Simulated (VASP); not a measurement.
# N (P6_3/mmc) in VASP: further runs

The runs below take N through single point, with LDA.

Everything below comes from runs of VASP 6.6.1. Logs are shortened: lines on timing, memory, paths and dates and some standing lists are left out, and cuts for length are marked.

**1. The cell of the first run**

Symmetry: P6_3/mmc, No. 194, hexagonal system. The conventional cell has a = 3.738 Å, b = 3.738 Å, c = 5.802 Å, α = 90.00°, β = 90.00°, γ = 120.00°. N (site symmetry -6m2) has 12 N at 3.62 to 3.74 Å within 4.8 Å.

**2. Single point, LDA, collinear spin, ferromagnetic start (strain +0.030 along x and y, -0.015 along z)**

INCAR reads:

```
SYSTEM = N
PREC = Accurate ; ENCUT = 520
EDIFF = 1E-6 ; ISMEAR = 0
SIGMA = 0.05 ; LREAL = .False.
LASPH = .True. ; NELM = 150
ALGO = Normal ; ISIF = 2
LWAVE = .False. ; LCHARG = .False.
ISPIN = 2 ; MAGMOM = 3.18 3.18
LORBIT = 11 ; NBANDS = 16
```

KPOINTS reads:

```
regular mesh
0
Gamma
  12 12 6
  0 0 0
```

POSCAR reads:

```
N
1.0
    3.7378716991      0.0000000000      0.0000000000
   -1.8689358496      3.2370918475      0.0000000000
    0.0000000000      0.0000000000      5.8016500000
N
2
Direct
    0.3333333333      0.6666666667      0.2500000000
    0.6666666667      0.3333333333      0.7500000000
```

Potentials or basis: VASP PAW LDA potentials, release 64 (N).

Command:

```console
> cat potpaw_LDA.64/N/POTCAR > POTCAR
> mpirun -np 1 vasp_std > vasp.out
```

OUTCAR:

```text
SYSTEM = N
   PREC = Accurate
   ENCUT = 520
   EDIFF = 1E-6
   ISMEAR = 0
   LREAL = .False.
   LASPH = .True.
   NELM = 150
   ISIF = 2
   ISPIN = 2
   LORBIT = 11

 ion  position               nearest neighbor table
   1  0.333  0.667  0.250-
   2  0.667  0.333  0.750-

  LATTYP: Found a hexagonal cell.
 ALAT       =     3.7378716991
 C/A-ratio  =     1.5521265755

  Lattice vectors:

 A1 = (   3.7378716991,   0.0000000000,   0.0000000000)
 A2 = (  -1.8689358496,   3.2370918475,   0.0000000000)
 A3 = (   0.0000000000,   0.0000000000,   5.8016500000)

Analysis of symmetry for initial positions (statically):
=====================================================================
 Subroutine PRICEL returns:
 Original cell was already a primitive cell.

 Routine SETGRP: Setting up the symmetry group for a
 hexagonal supercell.

 Subroutine GETGRP returns: Found 24 space group operations
 (whereof 12 operations were pure point group operations)
 out of a pool of 24 trial point group operations.

The static configuration has the point symmetry D_3d.
 The point group associated with its full space group is D_6h.

Analysis of symmetry for dynamics (positions and initial velocities):
=====================================================================
 Subroutine PRICEL returns:
 Original cell was already a primitive cell.

 Routine SETGRP: Setting up the symmetry group for a
 hexagonal supercell.

 Subroutine GETGRP returns: Found 24 space group operations
 (whereof 12 operations were pure point group operations)
 out of a pool of 24 trial point group operations.

The dynamic configuration has the point symmetry D_3d.
 The point group associated with its full space group is D_6h.

Analysis of structural, dynamic, and magnetic symmetry:
=====================================================================
 Subroutine PRICEL returns:
 Original cell was already a primitive cell.

 Routine SETGRP: Setting up the symmetry group for a
 hexagonal supercell.

 Subroutine GETGRP returns: Found 24 space group operations
 (whereof 12 operations were pure point group operations)
 out of a pool of 24 trial point group operations.

The overall configuration has the point symmetry D_3d.
 The point group associated with its full space group is D_6h.

 Subroutine INISYM returns: Found 24 space group operations
 (whereof 12 operations are pure point group operations),
 and found     1 'primitive' translations

----------------------------------------------------------------------------------------

                                     Primitive cell

  volume of cell :      70.1990

  direct lattice vectors                    reciprocal lattice vectors
     3.737871699  0.000000000  0.000000000     0.267531922  0.154459627  0.000000000
    -1.868935850  3.237091847  0.000000000     0.000000000  0.308919254  0.000000000
     0.000000000  0.000000000  5.801650000     0.000000000  0.000000000  0.172364758

  length of vectors
     3.737871699  3.737871699  5.801650000     0.308919254  0.308919254  0.172364758

  position of ions in fractional coordinates (direct lattice)
     0.333333333  0.666666667  0.250000000
     0.666666667  0.333333333  0.750000000

  ion indices of the primitive-cell ions
   primitive index   ion index
                 1           1
                 2           2

----------------------------------------------------------------------------------------

 KPOINTS: regular mesh

Automatic generation of k-mesh.
 Grid dimensions read from file:
 generate k-points for:   12   12    6

 Generating k-lattice:

  Cartesian coordinates                     Fractional coordinates (reciprocal lattice)
     0.022294327  0.012871636  0.000000000     0.083333333  0.000000000  0.000000000
     0.000000000  0.025743271  0.000000000     0.000000000  0.083333333  0.000000000
     0.000000000  0.000000000  0.028727460     0.000000000  0.000000000  0.166666667

  Length of vectors
     0.025743271  0.025743271  0.028727460

  Shift w.r.t. Gamma in fractional coordinates (k-lattice)
     0.000000000  0.000000000  0.000000000

 Subroutine IBZKPT returns following result:
 ===========================================

 Found     76 irreducible k-points:

 Following reciprocal coordinates:
            Coordinates               Weight
  0.000000  0.000000  0.000000      1.000000
  0.083333 -0.000000  0.000000      6.000000
  0.166667 -0.000000  0.000000      6.000000
  0.250000 -0.000000  0.000000      6.000000
  0.333333 -0.000000  0.000000      6.000000
  0.416667 -0.000000  0.000000      6.000000
[... 16 lines left out ...]
  0.250000 -0.000000  0.166667     12.000000
  0.333333 -0.000000  0.166667     12.000000
 [... further k-points ...]
   k-points           NKPTS =     76   k-points in BZ     NKDIM =     76   number of bands    NBANDS=     16
   number of dos      NEDOS =    301   number of ions     NIONS =      2
   total plane-waves  NPLWV =  37632
   dimension x,y,z NGX =    28 NGY =   28 NGZ =   48
   dimension x,y,z NGXF=    56 NGYF=   56 NGZF=   96
   ions per type =               2
   NGX,Y,Z   is equivalent  to a cutoff of  12.45, 12.45, 13.75 a.u.
   NGXF,Y,Z  is equivalent  to a cutoff of  24.91, 24.91, 27.51 a.u.
 SYSTEM =  N
   PREC   = accura    normal or accurate (medium, high low for compatibility)
   ISTART =      0    job   : 0-new  1-cont  2-samecut
   ICHARG =      2    charge: 1-file 2-atom 10-const
   ISPIN  =      2    spin polarized calculation?
   LNONCOLLINEAR =      F non collinear calculations
   LSORBIT =      F    spin-orbit coupling
   LASPH  =      T    aspherical Exc in radial PAW
   ENCUT  =  520.0 eV  38.22 Ry    6.18 a.u.   6.95  6.95 10.79*2*pi/ulx,y,z
   NELM   =    150;   NELMIN=  2; NELMDL= -5     # of ELM steps
   EDIFF  = 0.1E-05   stopping-criterion for ELM
   LREAL  =      F    real-space projection
   EDIFFG = 0.1E-04   stopping-criterion for IOM
   NSW    =      0    number of steps for IOM
   IBRION =     -1    ionic relax: 0-MD 1-quasi-New 2-CG
   NFREE  =      0    steps in history (QN), initial steepest desc. (CG)
   ISIF   =      2    stress and relaxation
   ISYM   =      2    0-nonsym 1-usesym 2-fastsym
   POTIM  = 0.5000    time-step for ionic-motion
   TEBEG  =    0.0;   TEEND  =   0.0 temperature during run
   PSTRESS=    0.0 pullay stress
   NELECT =      10.0000    total number of electrons
   NUPDOWN=      -1.0000    fix difference up-down
   EMIN   =  10.00;   EMAX   =-10.00  energy-range for DOS
   EFERMI =   0.00;   METHOD = LEGACY
   ISMEAR =     0;   SIGMA  =   0.05  broadening in eV -4-tet -1-fermi 0-gaus
   EFERMI_NEDOS =   21; number of points for ismear=-14 and -15
   IALGO  =     38    algorithm
   IMIX   =      4    mixing-type and parameters
     AMIX     =   0.40;   BMIX     =  1.00
     AMIX_MAG =   1.60;   BMIX_MAG =  1.00
  volume/ion in A,a.u.               =      35.10       236.86
  Fermi-wavevector in a.u.,A,eV,Ry     =   0.854997  1.615710  9.946126  0.731020
  Thomas-Fermi vector in A             =   1.971679
   LORBIT       =     11    0 simple, 1 ext, 2 COOP (PROOUT), +10 PAW based schemes
   GGA     = CA    functional components
   LHFCALC =     F    Hartree Fock is set to
   AEXX    =    0.0000 exact exchange contribution
   IVDW    =     0    specifies the selected vdW correction
   LEPSILON=     F    determine dielectric tensor
   LRPA    =     F    only Hartree local field effects (RPA)
 spin polarized calculation
 Gauss-broadening in eV      SIGMA  =   0.05
  energy-cutoff  :      520.00
  volume of cell :       70.20
 maximum number of plane-waves:      1910
 NGX is ok and might be reduce to    28
   NGX = 13   NGY = 13   NGZ = 21

 number of electron      10.0000000 magnetization       5.9998609

 Free energy of the ion-electron system (eV)
  ---------------------------------------------------
  ext. energy  EPLUGINS =         0.00000000
  ---------------------------------------------------
  free energy    TOTEN  =        -5.89432733 eV

  energy without entropy =       -5.89432733  energy(sigma->0) =       -5.89432733

 E-fermi :  -5.2745     XC(G=0):  -5.9737

 val. band max:       -5.4924999491   @ k =   0.0000   0.0000   0.0000
 cond. band min:      -3.2957026215   @ k =   0.0000   0.0000   0.0000
 fundamental gap:      2.1967973276
 Fermi energy:        -5.2744663959

 spin component 1

 k-point     1 :       0.0000    0.0000    0.0000
  band No.  band energies     occupation
      1     -17.5211      1.00000
      2     -17.1900      1.00000
      3      -6.7502      1.00000
      4      -5.7161      1.00000
      5      -5.7161      1.00000
      6      -5.5688      1.00000
[... 8 lines left out ...]
     15      12.4649      0.00000
     16      12.4649      0.00000

 k-point     2 :       0.0833   -0.0000    0.0000
  band No.  band energies     occupation
      1     -17.5057      1.00000
      2     -17.1844      1.00000
      3      -6.7218      1.00000
      4      -5.7744      1.00000
      5      -5.7347      1.00000
      6      -5.6337      1.00000
[... 8 lines left out ...]
     15      12.6430      0.00000
     16      12.8176      0.00000

 k-point     3 :       0.1667   -0.0000    0.0000
  band No.  band energies     occupation
      1     -17.4626      1.00000
      2     -17.1698      1.00000
      3      -6.6403      1.00000
      4      -5.9388      1.00000
      5      -5.7943      1.00000
      6      -5.7823      1.00000
[... 8 lines left out ...]
     15      11.5294      0.00000
     16      12.6386      0.00000
[... 362 lines left out ...]
 k-point    23 :       0.2500   -0.0000    0.1667
  band No.  band energies     occupation
      1     -17.3839      1.00000
      2     -17.1696      1.00000
      3      -6.5098      1.00000
      4      -6.1413      1.00000
      5      -6.0121      1.00000
      6      -5.8271      1.00000
[... 8 lines left out ...]
     15      11.2733      0.00000
     16      11.8569      0.00000

 k-point    24 :       0.3333   -0.0000    0.1667
  band No.  band energies     occupation
      1     -17.3182      1.00000
      2     -17.1533      1.00000
      3      -6.5053      1.00000
      4      -6.2928      1.00000
      5      -6.1304      1.00000
      6      -5.8817      1.00000
[... 8 lines left out ...]
     15      11.3487      0.00000
     16      11.4978      0.00000

 [... further k-points ...]

 spin component 2

 k-point     1 :       0.0000    0.0000    0.0000
  band No.  band energies     occupation
      1     -13.4982      1.00000
      2     -12.9911      1.00000
      3      -3.2957      0.00000
      4      -1.5646      0.00000
      5      -1.5646      0.00000
      6      -1.3434      0.00000
[... 8 lines left out ...]
     15      13.8059      0.00000
     16      13.8059      0.00000

 k-point     2 :       0.0833   -0.0000    0.0000
  band No.  band energies     occupation
      1     -13.4749      1.00000
      2     -12.9822      1.00000
      3      -3.2508      0.00000
      4      -1.6738      0.00000
      5      -1.5969      0.00000
      6      -1.4774      0.00000
[... 8 lines left out ...]
     15      13.9706      0.00000
     16      14.0289      0.00000

 k-point     3 :       0.1667   -0.0000    0.0000
  band No.  band energies     occupation
      1     -13.4092      1.00000
      2     -12.9590      1.00000
      3      -3.1209      0.00000
      4      -1.9860      0.00000
      5      -1.7694      0.00000
      6      -1.6779      0.00000
[... 8 lines left out ...]
     15      12.7580      0.00000
     16      13.8574      0.00000
[... 362 lines left out ...]
 k-point    23 :       0.2500   -0.0000    0.1667
  band No.  band energies     occupation
      1     -13.2886      1.00000
      2     -12.9580      1.00000
      3      -2.9162      0.00000
      4      -2.3741      0.00000
      5      -2.1028      0.00000
      6      -1.7537      0.00000
[... 8 lines left out ...]
     15      12.7501      0.00000
     16      13.1242      0.00000

 k-point    24 :       0.3333   -0.0000    0.1667
  band No.  band energies     occupation
      1     -13.1861      1.00000
      2     -12.9314      1.00000
      3      -2.9225      0.00000
      4      -2.6078      0.00000
      5      -2.2880      0.00000
      6      -1.8428      0.00000
[... 8 lines left out ...]
     15      12.7098      0.00000
     16      12.9950      0.00000

 [... further k-points ...]

------------------------ aborting loop because EDIFF is reached ----------------------------------------

  FORCE on cell =-STRESS in cart. coord.  units (eV):
  Direction    XX          YY          ZZ          XY          YZ          ZX
  --------------------------------------------------------------------------------------
  -------------------------------------------------------------------------------------
  Total       -0.1831616     -0.1831616     -0.1663060      0.0000000      0.0000000      0.0000000
  in kB       -4.1803645     -4.1803645     -3.7956622      0.0000000      0.0000000      0.0000000
  external PRESSURE =      -4.0521304 kB  Pullay stress =       0.0000000 kB

 VOLUME and BASIS-vectors are now :
 -----------------------------------------------------------------------------
  energy-cutoff  :      520.00
  volume of cell :       70.20
      direct lattice vectors                 reciprocal lattice vectors
     3.737871699  0.000000000  0.000000000     0.267531922  0.154459627  0.000000000
    -1.868935850  3.237091847  0.000000000     0.000000000  0.308919254  0.000000000
     0.000000000  0.000000000  5.801650000     0.000000000  0.000000000  0.172364758

 POSITION                                       TOTAL-FORCE (eV/Angst)
 -----------------------------------------------------------------------------------
     -0.00000      2.15806      1.45041        -0.000000      0.000000      0.000000
      1.86894      1.07903      4.35124         0.000000     -0.000000      0.000000
 -----------------------------------------------------------------------------------
    total drift:                                0.000000     -0.000000      0.000000

  FREE ENERGIE OF THE ION-ELECTRON SYSTEM (eV)
  ---------------------------------------------------
  free  energy   TOTEN  =        -5.8943273321 eV

  energy  without entropy=       -5.8943273321  energy(sigma->0) =       -5.89432733

 total charge

# of ion       s       p       d       tot
------------------------------------------
    1        1.352   1.888   0.000   3.240
    2        1.352   1.888   0.000   3.240
--------------------------------------------------
tot          2.705   3.775   0.000   6.480

 magnetization (x)

# of ion       s       p       d       tot
------------------------------------------
    1        0.037   1.887   0.000   1.924
    2        0.037   1.887   0.000   1.924
--------------------------------------------------
tot          0.074   3.775   0.000   3.849
```

Run time: 94 s. Hardware: 1 thread of Intel Xeon 6975P-C, shared host; peak memory 0.23 GiB.

Results:

- Free energy: -5.8943 eV
- Pressure: -0.4 GPa
- Band gap on the k mesh: 2.20 eV, direct
- Net moment: 6.00 μB per cell
- Site moments: N +1.92 μB
- Valence electrons inside the program's atomic spheres: N 3.24

Levels at points of the mesh, in eV from the valence-band top:
Spin up:
```
           k point  band 4  band 5  band 6  band 7  band 8  band 9  band 10  band 11  band 12  band 13
(0.00, 0.00, 0.00)   -0.22   -0.22   -0.08   -0.08    0.00    6.75    10.50    11.08    16.62    16.62
(0.50, 0.00, 0.00)   -0.83   -0.68   -0.46   -0.30   -0.16   10.11    10.29    11.67    12.36    13.59
(0.00, 0.00, 0.50)   -0.68   -0.15   -0.15   -0.15   -0.15    8.09     8.09    14.30    14.30    16.88
(0.50, 0.00, 0.50)   -1.17   -0.32   -0.32   -0.27   -0.27   10.43    10.43    11.41    11.41    14.67
```
Spin down:
| k point | band 1 | band 2 | band 3 | band 4 | band 5 |
| --- | --- | --- | --- | --- | --- |
| (0.00, 0.00, 0.00) | -8.01 | -7.50 | 2.20 | 3.93 | 3.93 |
| (0.50, 0.00, 0.00) | -7.58 | -7.42 | 2.37 | 2.88 | 3.16 |
| (0.00, 0.00, 0.50) | -7.76 | -7.76 | 3.08 | 3.08 | 4.04 |
| (0.50, 0.00, 0.50) | -7.50 | -7.50 | 2.32 | 2.32 | 3.77 |

Caveat: the cell differs from its parent crystal (strain +0.030 along x and y, -0.015 along z). A k mesh can miss the band edges.

(Continued in part 2 of 3.)
